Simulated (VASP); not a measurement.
A run of VASP 6.6.1:

INCAR

```
PREC = Accurate ; ENCUT = 520
EDIFF = 1E-6 ; ISMEAR = 0
SIGMA = 0.15 ; LREAL = F
LASPH = T ; NELM = 100
ALGO = Fast ; ISIF = 2
LWAVE = F ; LCHARG = T
GGA = PS ; LELF = T
LVHAR = T ; NBANDS = 66
```

Contents of KPOINTS:

```
regular mesh
0
Gamma
  8 8 8
```

POSCAR

```
Ge
1.0
   -3.4696630977      3.4696630977      3.4696630977
    3.4696630977     -3.4696630977      3.4696630977
    3.4696630977      3.4696630977     -3.4696630977
Ge
8
Direct
    0.5000000000      0.0000000000      0.7692145861
    0.7958385091      0.5000000000      0.0000000000
    0.0000000000      0.7958385091      0.5000000000
    0.7041614909      0.7041614909      0.7041614909
    0.5000000000      0.0000000000      0.2041614909
    0.2041614909      0.5000000000      0.0000000000
    0.0000000000      0.2041614909      0.5000000000
    0.2958385091      0.2958385091      0.2958385091
```

Potentials or basis: VASP PAW PBE potentials, release 64 (Ge_d).

The run is started by

```console
$ cat potpaw_PBE.64/Ge_d/POTCAR > POTCAR
$ mpirun -np 1 vasp_std > vasp.out
```

Hardware: 1 thread of Oxide Virtual Turin-like Processor, with other jobs on the host.

Problem. Estimate the wall time of this run.

Solution. It took 29 min on 1 thread of Oxide Virtual Turin-like Processor, on a shared host, peak memory 0.73 GiB. Counts: scf iterations 14, k points 90.
